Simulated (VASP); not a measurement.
# Ti12HO: single point with PBE+D3(BJ)

System: Ti12HO, a slab with vacuum.

```xyz
14
Lattice="5.9000 0.0000 0.0000 2.9500 5.1095 0.0000 0.0000 0.0000 19.6846" Properties=species:S:1:pos:R:3 pbc="T T T"
Ti    0.0000    0.0000    1.0000
Ti    2.9500    0.0000    1.0000
Ti    1.4750    2.5548    1.0000
Ti    4.4250    2.5548    1.0000
Ti    0.0053    1.6957    3.2472
Ti    2.9525    1.7233    3.2400
Ti    1.4991    4.2514    3.2233
Ti    4.3979    4.2494    3.2336
Ti   -0.0134   -0.2842    5.6168
Ti    2.9670   -0.0480    5.3495
Ti    1.7269    2.6860    5.4504
Ti    4.2146    2.6618    5.5577
O     5.9301    2.0013    5.2441
H     3.1708   -1.3457    6.6566
```

```
Program             : VASP 6.6.1
Task                : single point
Functional          : PBE
Dispersion          : D3(BJ)
Potentials or basis : VASP PAW PBE potentials, release 64 (Ti_sv, O, H)
Cutoff              : 520 eV
k mesh              : 3 × 3 × 1
Occupations         : fermi-dirac, width 0.1 eV
Spin                : no spin polarisation
```

```json
{
  "Largest force": "3.781 eV/Å",
  "Band gap on the k mesh": "zero (an odd number of electrons rules out a gap without spin polarisation)",
  "Dispersion energy per atom": "-0.367 eV"
}
```

Forces in eV/Å, atoms in the order of the input:
```
Ti   0.027  0.033  0.128
Ti  -0.019 -0.037  0.248
Ti  -0.052 -0.013  0.192
Ti   0.076  0.001  0.252
Ti  -0.036 -0.193  0.482
Ti   0.172 -0.182 -0.945
Ti   0.145  0.297 -0.796
Ti  -0.250  0.105 -0.491
Ti   0.150  3.735 -0.567
Ti   0.014  0.644  0.130
Ti  -1.838 -1.001  0.684
Ti   1.894 -1.082  0.043
O   -0.499 -2.372  0.478
H    0.218  0.064  0.163
```

Levels at points of the mesh, in eV from the Fermi level:
```tsv
k point	band 72	band 73	band 74	band 75	band 76	band 77	band 78	band 79
(0.00, 0.00, 0.00)	-0.04	0.01	0.05	0.19	0.45	0.57	0.64	0.67
```

Wall time 21 min on 1 thread of Intel(R) Xeon(R) Platinum 8259CL CPU @ 2.50GHz (Skylake/Cascade Lake), on a shared host, peak memory 0.78 GiB.

Caveat: the k points lie up to 0.41 Å⁻¹ apart, too coarse for converged energies and pressures of a metal; an odd number of electrons without spin polarisation forces a metal; a magnetic or distorted state may lie lower.
